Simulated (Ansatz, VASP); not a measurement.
## Two plane-wave programs on ZnO

The input POSCAR:

```
ZnO
1.0
    0.0000000000      2.1337703831      2.1337703831
    2.1337703831      0.0000000000      2.1337703831
    2.1337703831      2.1337703831      0.0000000000
Zn O
1 1
Direct
    0.0000000000      0.0000000000      0.0000000000
    0.5000000000      0.5000000000      0.5000000000
```

File INCAR.step1:

```
SYSTEM = ZnO
PREC     = Accurate       ! precision mode
ENCUT    = 1480           ! plane-wave cutoff, eV
ISMEAR   = 0              ! smearing method
SIGMA    = 0.01           ! smearing width, eV
LREAL    = .False.        ! projectors in reciprocal space
LASPH    = .True.         ! aspherical terms in the spheres
NELM     = 120            ! most SCF steps
NBANDS   = 16             ! bands
GGA      = PE             ! functional
ALGO     = Normal         ! electronic algorithm
EDIFF    = 1E-5           ! SCF threshold, eV
LWAVE    = .True.         ! write WAVECAR
LCHARG   = .False.        ! write CHGCAR
GGA_COMPAT= .False.
```

File INCAR.step2:

```
SYSTEM = ZnO
PREC     = Accurate       ! precision mode
ENCUT    = 1480           ! plane-wave cutoff, eV
EDIFF    = 1E-6           ! SCF threshold, eV
ISMEAR   = 0              ! smearing method
SIGMA    = 0.01           ! smearing width, eV
LREAL    = .False.        ! projectors in reciprocal space
LASPH    = .True.         ! aspherical terms in the spheres
NELM     = 120            ! most SCF steps
ALGO     = Normal         ! electronic algorithm
ISIF     = 2              ! what is computed and relaxed
LWAVE    = .False.        ! write WAVECAR
LCHARG   = .False.        ! write CHGCAR
METAGGA  = R2SCAN         ! meta-GGA
LMIXTAU  = .True.       
NBANDS   = 16             ! bands
ISTART   = 1            
GGA_COMPAT= .False.
```

Contents of KPOINTS:

```
Automatic mesh
0
Gamma
  8 8 8
  0 0 0
```

Input for Ansatz:

```yaml
crystal:
  lattice:
    - [0.0, 2.1337703831, 2.1337703831]
    - [2.1337703831, 0.0, 2.1337703831]
    - [2.1337703831, 2.1337703831, 0.0]
  atoms:
    - { symbol: Zn, position: [0.0, 0.0, 0.0] }
    - { symbol: O, position: [0.5, 0.5, 0.5] }
kpoints:
  mp_grid: { grid: [8, 8, 8] }
hamiltonian:
  xc: r2scan
scf:
  occupations: { method: fixed }
  n_extra_bands: 4
output:
  forces: true
  stress: true
  eigenvalues: true
basis:
  ecutwfc: 600
```

Alike in both runs: task single point; functional r2SCAN; k mesh 8 × 8 × 8; no spin polarisation.

```csv
,VASP,Ansatz
version,VASP 6.6.1,Ansatz 0.2.0
potentials or method,"VASP PAW PBE potentials, release 64 (Zn, O_h), cutoff 1480 eV",plane waves
occupations,"gaussian, width 0.01 eV",fixed
valence electrons in the cell,18,18
```

|  | VASP | Ansatz | Ansatz less VASP |
| --- | --- | --- | --- |
| gap on the k mesh at the Fermi level (eV) | 1.55 | 1.57 | +0.017 |
| pressure (GPa) | 1.2 | 0.0 | -1.27 |

VASP's potentials were made for PBE, not for r2SCAN.
